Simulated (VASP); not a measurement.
K: single point with revPBE

The system is K.

```
K
1.0
    -2.70765    2.70765    2.70765
     2.70765   -2.70765    2.70765
     2.70765    2.70765   -2.70765
K
1
Direct
  0.00000 0.00000 0.00000
```

* Program: VASP 6.6.1
* Task: single point
* Functional: revPBE
* Potentials or basis: VASP PAW PBE potentials, release 64 (K_sv)
* Cutoff: 500 eV
* k mesh: 7 × 7 × 7
* Occupations: gaussian, width 0.02 eV
* Spin: no spin polarisation

| Quantity | Value |
| --- | --- |
| Pressure | 0.0 GPa |

Levels at points of the mesh, in eV from the Fermi level:
```csv
k point,band 2,band 3,band 4,band 5,band 6,band 7,band 8,band 9
"(0.00, 0.00, 0.00)",-15.64,-15.64,-15.64,-1.98,4.33,4.33,4.33,5.17
```

It took 8.3 s on 1 thread of Intel(R) Xeon(R) 6975P-C (Granite Rapids), with other jobs on the host, peak memory 0.19 GiB.

Caveat: the PAW data sets were made with another functional, which shifts forces and pressure a little.
